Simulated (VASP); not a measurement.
Crystal: Cu3Mo.

```xyz
4
Lattice="2.7989 0.0000 0.0000 -1.3994 2.4239 0.0000 0.0000 0.0000 8.7190" Properties=species:S:1:pos:R:3 pbc="T T T"
Cu    0.0000    0.0000    0.0000
Cu    1.3994    0.8080    6.6406
Cu    1.3994    0.8080    2.0784
Mo    0.0000    0.0000    4.3595
```

The cell was built from a structure type or drawn by symmetry, and may not be a known phase.

* Program: VASP 6.6.1
* Task: relaxation of cell and atoms
* Functional: PBE
* Potentials or basis: VASP PAW PBE potentials, release 64 (Cu, Mo_sv)
* Cutoff: 600 eV
* k mesh: 6 × 6 × 2
* Occupations: gaussian, width 0.1 eV
* Spin: no spin polarisation

At the start: pressure -13.8 GPa; volume 14.79 Å³/atom.

Where does the relaxation end?

Over 9 steps the energy falls by 89.8 meV/atom and the volume is 13.18 Å³/atom (-10.9 %); space group P-6m2 (No. 187, to 0.1 Å) before and after.

Step by step:
| step | energy change (eV) | largest force (eV/Å) | pressure (GPa) | volume (Å³) |
| --- | --- | --- | --- | --- |
| 1 | 0.0000 | 0.1549 | -13.76 | 59.15 |
| 2 | -0.1833 | 0.2256 | 14.56 | 48.92 |
| 3 | -0.3269 | 0.0495 | 0.36 | 52.61 |
| 4 | -0.3269 | 0.0542 | 0.85 | 52.48 |
| 5 | -0.3538 | 0.0027 | 0.87 | 52.42 |
| 6 | -0.3581 | 0.0377 | 0.95 | 52.37 |
| 7 | -0.3586 | 0.0429 | -0.63 | 52.99 |
| 8 | -0.3593 | 0.0445 | -0.02 | 52.72 |
| 9 | -0.3593 | 0.0395 | 0.02 | 52.73 |

Final structure:
```
CELL_PARAMETERS angstrom
2.64077 0.00000 0.00000
-1.32039 2.28698 0.00000
0.00000 0.00000 8.73131
ATOMIC_POSITIONS crystal
Cu 0.00000 0.00000 0.00000
Cu 0.66667 0.33333 0.76134
Cu 0.66667 0.33333 0.23866
Mo 0.00000 0.00000 0.50000
```

Caveat: the k points lie up to 0.46 Å⁻¹ apart in the final cell, too coarse for converged energies and pressures of a metal.
